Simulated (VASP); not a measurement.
Set up this calculation in VASP 6.6.1, as the native input.

```yaml
Task: single point
Functional: PBEsol
Potentials_or_basis: VASP PAW PBE potentials, release 64 (Pb_d)
Cutoff: 520 eV
k_mesh: 7 × 7 × 4
Occupations: fermi-dirac, width 0.05 eV
Spin: no spin polarisation
Dipole_correction: no
Further_INCAR_settings: ALGO = Normal; EDIFF = 1e-06; NBANDS = 21
```

The structure of Pb lies in POSCAR:

```
Pb
1.0
    3.4800000000      0.0000000000      0.0000000000
   -1.7400000000      3.0137684052      0.0000000000
    0.0000000000      0.0000000000      5.4782000000
Pb
2
Direct
    0.6666666667      0.3333333333      0.7500000000
    0.3333333333      0.6666666667      0.2500000000
```

One way to write it, as run:

INCAR

```
ALGO = Normal ; EDIFF = 1E-6
ENCUT = 520 ; GGA = PS
ISIF = 2 ; ISMEAR = -1
LASPH = T ; LCHARG = F
LREAL = F ; LWAVE = F
NBANDS = 21 ; NELM = 100
PREC = Accurate ; SIGMA = 0.05
```

KPOINTS

```
k-points
0
Gamma
  7 7 4
```

Potentials or basis: VASP PAW PBE potentials, release 64 (Pb_d).

Run with:

```bash
$ cat potpaw_PBE.64/Pb_d/POTCAR > POTCAR
$ mpirun -np 1 vasp_std > vasp.out
```

Results of the run:

```json
{"Pressure": "1.8 GPa", "Band gap on the k mesh": "zero (band 14 reaches 13.26 eV, above the bottom of band 15 at 6.68 eV)"}
```

Caveat: the PAW data sets were made with another functional, which shifts forces and pressure a little; spin-orbit coupling is left out, which moves the levels of the heavy elements.

It took 48 s on 1 thread of Intel Xeon 8259CL, with other jobs on the host, peak memory 0.18 GiB.
